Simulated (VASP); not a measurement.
# Ba8Ti8O23 (a cell with a defect) in VASP: single point with PBE

Aim: the single point of Ba8Ti8O23 (a cell with a defect) with PBE.

All numbers are computed with VASP 6.6.1; they aren't measurements. Logs are shortened: lines on timing, memory, paths and dates and some standing lists are left out, and cuts for length are marked.

### 1 The cell of the first run

The cell holds a defect, 39 atoms: a = 8.038 Å, b = 8.038 Å, c = 8.038 Å, α = 90.00°, β = 90.00°, γ = 90.00°.

### 2 Single point, PBE

Input file INCAR:

```
SYSTEM = Ba8Ti8O23
ALGO = Normal ; EDIFF = 1E-6
ENCUT = 520 ; GGA = PE
ISIF = 2 ; ISMEAR = 0
KPAR = 2 ; LASPH = .TRUE.
LCHARG = .TRUE. ; LREAL = Auto
LVHAR = .TRUE. ; LWAVE = .FALSE.
NBANDS = 182 ; NCORE = 2
NELECT = 312.0 ; NELM = 100
PREC = Accurate ; SIGMA = 0.02
```

Input file KPOINTS:

```
Automatic mesh
0
Gamma
  2 2 2
  0.5 0.5 0.5
```

Input file POSCAR:

```
Ba8Ti8O23
1.0
   -8.0384963557      0.0000000000      0.0000000000
    0.0000000000      8.0384963557      0.0000000000
    0.0000000000      0.0000000000     -8.0384963557
Ba Ti O
8 8 23
Direct
    0.2476917214      0.2493461353      0.2390996917
    0.2476906018      0.2493443937      0.7609010105
    0.2445698689      0.7502648173      0.2431289278
    0.2445699933      0.7502639465      0.7568705304
    0.7542384461      0.2461052307      0.2418989714
    0.7542379485      0.2461048575      0.7581009844
    0.7561815955      0.7544099956      0.2431427363
    0.7561809735      0.7544094980      0.7568577170
   -0.0075623596      0.5070884926      0.0000021148
   -0.0203350220      0.5008614574      0.5000017195
    0.0089580186      0.0068577502      0.0000003732
    0.0132039619      0.0133673010      0.5000001023
    0.4938784350      0.4915619570     -0.0000053493
    0.5092692487      0.5193075689      0.4999941310
    0.5073346829     -0.0068364776      0.0000022392
    0.5021012415     -0.0230934981      0.5000010975
    0.3189747045      0.4116843317      0.5000017195
    0.2598160038      0.5034895608      0.9999999558
    0.2466700129      0.0051870397      0.4999993559
    0.2425758393     -0.0030283027      0.9999999558
    0.7504964527      0.4815738950      0.5000010975
    0.7629752790      0.5012031880      1.0000004534
    0.7310530154      0.0063801733      0.4999993559
    0.7418475715      0.0004625243      0.9999999558
    0.5024231923      0.2587719031      1.0000002046
    0.4856930733      0.7495028589      0.5000003511
    0.5005178608      0.7634650472      1.0000005778
    0.9986977222      0.2420703965      0.4999994803
    0.9981540881      0.2428216564      0.9999999558
    1.0051050150      0.7318758061      0.4999996047
    1.0000739746      0.7435271145      0.9999998313
    0.5145717329      0.5071144925      0.2497829085
    0.5145714841      0.5071146169      0.7502233917
    0.4937884928      0.0118002168      0.2578871605
    0.4937882440      0.0118003412      0.7421106804
    1.0081029637      0.4944029112      0.2549475560
    1.0081030881      0.4944025380      0.7450504093
    0.9965621238     -0.0041596088      0.2511495820
    0.9965619993     -0.0041597332      0.7488493785
```

Potentials or basis: VASP PAW PBE potentials, release 64 (Ba_sv, Ti_sv, O).

The run is started by

```sh
cat potpaw_PBE.64/Ba_sv/POTCAR potpaw_PBE.64/Ti_sv/POTCAR potpaw_PBE.64/O/POTCAR > POTCAR
mpirun -np 4 vasp_std > vasp.out
```

OUTCAR:

```text
SYSTEM = Ba8Ti8O23
   EDIFF = 1E-6
   ENCUT = 520
   GGA = PE
   ISIF = 2
   ISMEAR = 0
   LASPH = .TRUE.
   LREAL = Auto
   NELECT = 312.0
   NELM = 100
   PREC = Accurate

 ion  position               nearest neighbor table
   1  0.248  0.249  0.239-  17 2.54  34 2.75  36 2.76  29 2.78  20 2.79  18 2.81  25 2.81  38 2.87
                            19 2.87  28 2.90  32 2.98  11 3.34  13 3.38  12 3.40   9 3.49  15 3.51
   2  0.248  0.249  0.761-  17 2.54  35 2.75  37 2.76  29 2.78  20 2.79  18 2.81  25 2.81  39 2.87
                            19 2.87  28 2.90  33 2.98  11 3.34  13 3.38  12 3.40   9 3.49  15 3.51
   3  0.245  0.750  0.243-  31 2.77  20 2.78  18 2.79  36 2.80  38 2.81  30 2.83  26 2.83  27 2.84
                            34 2.91  19 2.91  32 2.92  11 3.41   9 3.43  16 3.45  15 3.48  13 3.49
   4  0.245  0.750  0.757-  31 2.77  20 2.78  18 2.79  37 2.80  39 2.81  30 2.83  26 2.83  27 2.84
                            35 2.91  19 2.91  33 2.92  11 3.41   9 3.43  16 3.45  15 3.48  13 3.49
   5  0.754  0.246  0.242-  29 2.76  24 2.77  38 2.80  21 2.81  25 2.81  34 2.82  22 2.83  23 2.84
                            32 2.85  36 2.86  28 2.86  11 3.42  10 3.43   9 3.44  15 3.44  13 3.47
   6  0.754  0.246  0.758-  29 2.76  24 2.77  39 2.80  21 2.81  25 2.81  35 2.82  22 2.83  23 2.84
                            33 2.85  37 2.86  28 2.86  11 3.42  10 3.43   9 3.44  15 3.44  13 3.47
   7  0.756  0.754  0.243-  38 2.74  31 2.77  32 2.78  24 2.78  22 2.82  27 2.84  30 2.88  23 2.90
                            36 2.91  34 2.96  26 3.00  21 3.01   9 3.37  15 3.39  16 3.41  10 3.41
   8  0.756  0.754  0.757-  39 2.74  31 2.77  33 2.78  24 2.78  22 2.82  27 2.84  30 2.88  23 2.90
                            37 2.91  35 2.96  26 3.00  21 3.01   9 3.37  15 3.39  16 3.41  10 3.41
   9  0.992  0.507  0.000-  22 1.85  31 1.90  36 2.06  37 2.06  29 2.12  18 2.15   7 3.37   8 3.37
                             3 3.43   4 3.43   5 3.44   6 3.44   1 3.49   2 3.49
  10  0.980  0.501  0.500-  21 1.85  30 1.87  37 1.98  36 1.98  28 2.09   8 3.41   7 3.41   6 3.43
                             5 3.43   4 3.58   3 3.58   2 3.62   1 3.62
  11  0.009  0.007  0.000-  20 1.88  29 1.90  38 2.02  39 2.02  31 2.12  24 2.15   2 3.34   1 3.34
                             3 3.41   4 3.41   5 3.42   6 3.42   7 3.47   8 3.47
  12  0.013  0.013  0.500-  28 1.84  19 1.88  39 2.01  38 2.01  30 2.26  23 2.27   2 3.40   1 3.40
                             6 3.48   5 3.48   3 3.49   4 3.49   7 3.59   8 3.59
  13  0.494  0.492  1.000-  25 1.87  18 1.88  33 2.02  32 2.02  22 2.16  27 2.19   2 3.38   1 3.38
                             6 3.47   5 3.47   4 3.49   3 3.49   8 3.57   7 3.57
  14  0.509  0.519  0.500-  17 1.76  26 1.86  21 1.96  32 2.01  33 2.01   7 3.43   8 3.43   3 3.50
                             4 3.50   5 3.61   6 3.61   1 3.68   2 3.68
  15  0.507  0.993  0.000-  27 1.85  24 1.89  34 2.08  35 2.08  20 2.13  25 2.14   7 3.39   8 3.39
                             5 3.44   6 3.44   3 3.48   4 3.48   1 3.51   2 3.51
  16  0.502  0.977  0.500-  26 1.83  23 1.86  35 1.97  34 1.97  19 2.07   8 3.41   7 3.41   4 3.45
                             3 3.45   6 3.62   5 3.62   2 3.66   1 3.66
  17  0.319  0.412  0.500-  14 1.76   2 2.54   1 2.54
  18  0.260  0.503  1.000-  13 1.88   9 2.15   4 2.79   3 2.79   1 2.81   2 2.81
  19  0.247  0.005  0.500-  12 1.88  16 2.07   1 2.87   2 2.87   3 2.91   4 2.91
[... 231 lines left out ...]
  Fermi-wavevector in a.u.,A,eV,Ry     =   1.381290  2.610260 25.959401  1.907962
  Thomas-Fermi vector in A             =   2.506088
   LORBIT       =      0    0 simple, 1 ext, 2 COOP (PROOUT), +10 PAW based schemes
   GGA     = PE    functional components
   LHFCALC =     F    Hartree Fock is set to
   AEXX    =    0.0000 exact exchange contribution
   IVDW    =     0    specifies the selected vdW correction
   LEPSILON=     F    determine dielectric tensor
   LRPA    =     F    only Hartree local field effects (RPA)
 non-spin polarized calculation
 Gauss-broadening in eV      SIGMA  =   0.02
  energy-cutoff  :      520.00
  volume of cell :      519.43
 maximum number of plane-waves:     14006
   NGX = 29   NGY = 29   NGZ = 29

 number of electron     311.9999923 magnetization

 Free energy of the ion-electron system (eV)
  ---------------------------------------------------
  ext. energy  EPLUGINS =         0.00000000
  ---------------------------------------------------
  free energy    TOTEN  =      -321.12970436 eV

  energy without entropy =     -321.12970436  energy(sigma->0) =     -321.12970436

 E-fermi :   3.5606     XC(G=0): -11.0024

 val. band max:        3.4628865946   @ k =   0.2500  -0.2500   0.2500
 cond. band min:       6.0368406715   @ k =   0.2500  -0.2500   0.2500
 fundamental gap:      2.5739540770
 Fermi energy:         3.5606070550

 k-point     1 :       0.2500    0.2500    0.2500
  band No.  band energies     occupation
      1     -52.9527      2.00000
      2     -52.9026      2.00000
      3     -52.8863      2.00000
      4     -52.8527      2.00000
      5     -52.8296      2.00000
      6     -52.8287      2.00000
[... 673 lines left out ...]
    167       7.0173      0.00000
    168       7.0862      0.00000
 [bands above 168 left out]

------------------------ aborting loop because EDIFF is reached ----------------------------------------

  FORCE on cell =-STRESS in cart. coord.  units (eV):
  Direction    XX          YY          ZZ          XY          YZ          ZX
  --------------------------------------------------------------------------------------
  -------------------------------------------------------------------------------------
  Total        4.3477205      5.5714292     -6.4678775     -0.7110412     -0.0002725      0.0007710
  in kB       13.4105856     17.1851269    -19.9502301     -2.1932134     -0.0008405      0.0023781
  external PRESSURE =       3.5484941 kB  Pullay stress =       0.0000000 kB

 VOLUME and BASIS-vectors are now :
 -----------------------------------------------------------------------------
  energy-cutoff  :      520.00
  volume of cell :      519.43
      direct lattice vectors                 reciprocal lattice vectors
    -8.038496356  0.000000000  0.000000000    -0.124401375  0.000000000  0.000000000
     0.000000000  8.038496356  0.000000000     0.000000000  0.124401375  0.000000000
     0.000000000  0.000000000 -8.038496356     0.000000000  0.000000000 -0.124401375

 POSITION                                       TOTAL-FORCE (eV/Angst)
 -----------------------------------------------------------------------------------
     -1.99107      2.00437     -1.92200        -0.001402     -0.031844      0.005201
     -1.99106      2.00435     -6.11650        -0.001433     -0.031866     -0.005231
     -1.96597      6.03100     -1.95439        -0.044674     -0.047510     -0.068856
     -1.96597      6.03099     -6.08410        -0.044672     -0.047530      0.068791
     -6.06294      1.97832     -1.94450        -0.007400      0.017855     -0.046068
     -6.06294      1.97831     -6.09399        -0.007387      0.017817      0.046022
[... 31 lines left out ...]
     -8.01086      8.00506     -2.01886        -0.038370      0.007445     -0.000008
     -8.01086      8.00506     -6.01962        -0.038374      0.007455     -0.000032
 -----------------------------------------------------------------------------------
    total drift:                                0.052190      0.032409      0.000904

  FREE ENERGIE OF THE ION-ELECTRON SYSTEM (eV)
  ---------------------------------------------------
  free  energy   TOTEN  =      -321.1297043626 eV

  energy  without entropy=     -321.1297043626  energy(sigma->0) =     -321.12970436
```

OSZICAR:

```text
N       E                     dE             d eps       ncg     rms          rms(c)
DAV:   1     0.432786997669E+04    0.43279E+04   -0.15237E+05  1456   0.185E+03
DAV:   2     0.521987500348E+03   -0.38059E+04   -0.36187E+04  1520   0.543E+02
DAV:   3    -0.336202385694E+03   -0.85819E+03   -0.83274E+03  1792   0.232E+02
[... 11 lines left out ...]
DAV:  15    -0.321129673989E+03   -0.55224E-04   -0.32816E-04  2000   0.855E-02    0.272E-02
DAV:  16    -0.321129696422E+03   -0.22433E-04   -0.13195E-04  2032   0.402E-02    0.242E-02
DAV:  17    -0.321129697170E+03   -0.74851E-06   -0.36699E-05  2008   0.242E-02    0.733E-03
DAV:  18    -0.321129703811E+03   -0.66410E-05   -0.13950E-05  1696   0.128E-02    0.533E-03
DAV:  19    -0.321129704363E+03   -0.55113E-06   -0.16105E-06  1136   0.552E-03
   1 F= -.32112970E+03 E0= -.32112970E+03  d E =-.242322E-12
```

It took 5.1 min on 4 MPI ranks of Intel Xeon Platinum 8375C at 2.90GHz (Ice Lake), shared host; peak memory 0.41 GiB.

What came out:

| Item | Value |
| --- | --- |
| Free energy | -321.1297 eV |
| Largest force | 0.694 eV/Å |

Forces in eV/Å, atoms in the order of the input:
```
Ba  -0.001 -0.032  0.005
Ba  -0.001 -0.032 -0.005
Ba  -0.045 -0.048 -0.069
Ba  -0.045 -0.048  0.069
Ba  -0.007  0.018 -0.046
Ba  -0.007  0.018  0.046
Ba   0.013 -0.037 -0.062
Ba   0.013 -0.037  0.062
Ti  -0.051 -0.043  0.000
Ti  -0.096 -0.051  0.000
Ti   0.040 -0.061  0.000
Ti   0.049 -0.084  0.000
Ti  -0.060  0.039  0.001
Ti  -0.018  0.016  0.000
Ti   0.025  0.031  0.000
Ti   0.034  0.057  0.000
O    0.437  0.540  0.000
O    0.027 -0.017  0.000
O   -0.088  0.019  0.000
O   -0.066 -0.027  0.000
O    0.031  0.016  0.000
O    0.062 -0.013  0.000
O   -0.067 -0.005  0.000
O   -0.046 -0.010  0.000
O   -0.004 -0.071  0.000
O   -0.057 -0.027  0.000
O   -0.006 -0.078  0.000
O    0.017  0.021  0.000
O   -0.020  0.041  0.000
O    0.002  0.052  0.000
O   -0.009  0.039  0.000
O    0.004 -0.083 -0.019
O    0.004 -0.083  0.019
O   -0.020 -0.019 -0.004
O   -0.020 -0.019  0.004
O    0.027  0.003  0.019
O    0.027  0.003 -0.019
O   -0.038  0.007  0.000
O   -0.038  0.007  0.000
```

Levels at points of the mesh, in eV from the Fermi level:
```csv
k point,band 152,band 153,band 154,band 155,band 156,band 157,band 158,band 159,band 160,band 161
"(0.25, 0.25, 0.25)",-0.41,-0.29,-0.21,-0.13,-0.11,2.49,2.50,2.61,2.65,2.69
```

Caveat: the cell carries a net charge on a neutralising background, which shifts energy and pressure; the cell is charged against a uniform background, so pressure and absolute levels hang on convention; spin-orbit coupling is left out, which moves the levels of the heavy elements.
